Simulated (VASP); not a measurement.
BN: single point with r2SCAN

Crystal: BN.

```
CELL_PARAMETERS angstrom
0.00000 1.74583 1.74583
1.74583 0.00000 1.74583
1.74583 1.74583 0.00000
ATOMIC_POSITIONS crystal
B 0.00000 0.00000 0.00000
N 0.50000 0.50000 0.50000
```

```json
{
 "Program": "VASP 6.6.1",
 "Task": "single point",
 "Functional": "r2SCAN",
 "Potentials or basis": "VASP PAW PBE potentials, release 64 (B, N)",
 "Cutoff": "520 eV",
 "k mesh": "12 × 12 × 12",
 "Occupations": "gaussian, width 0.01 eV",
 "Spin": "no spin polarisation",
 "Dipole correction": "no",
 "Further INCAR settings": "ALGO = Normal; EDIFF = 1e-06; NBANDS = 11"
}
```

- Pressure: 0.4 GPa
- Band gap on the k mesh: 1.33 eV, indirect (least direct gap 6.51 eV)

Levels at points of the mesh, in eV from the valence-band top:
```
           k point  band 1  band 2  band 3  band 4  band 5  band 6  band 7  band 8
(0.00, 0.00, 0.00)  -23.72   -0.92   -0.92   -0.92    9.82   13.15   13.15   13.15
(0.50, 0.00, 0.00)  -18.35  -13.17   -0.74   -0.74    5.77    5.77    7.93   14.69
(0.50, 0.50, 0.00)  -15.52  -12.34   -5.91   -5.91    1.33    9.59   15.87   15.87
```

Wall time 33 s on 1 thread of Intel(R) Xeon(R) Platinum 8259CL CPU @ 2.50GHz (Skylake/Cascade Lake), on a shared host, peak memory 0.12 GiB.

Caveat: the PAW data sets were made with another functional, which shifts forces and pressure a little. A k mesh can miss the band edges.
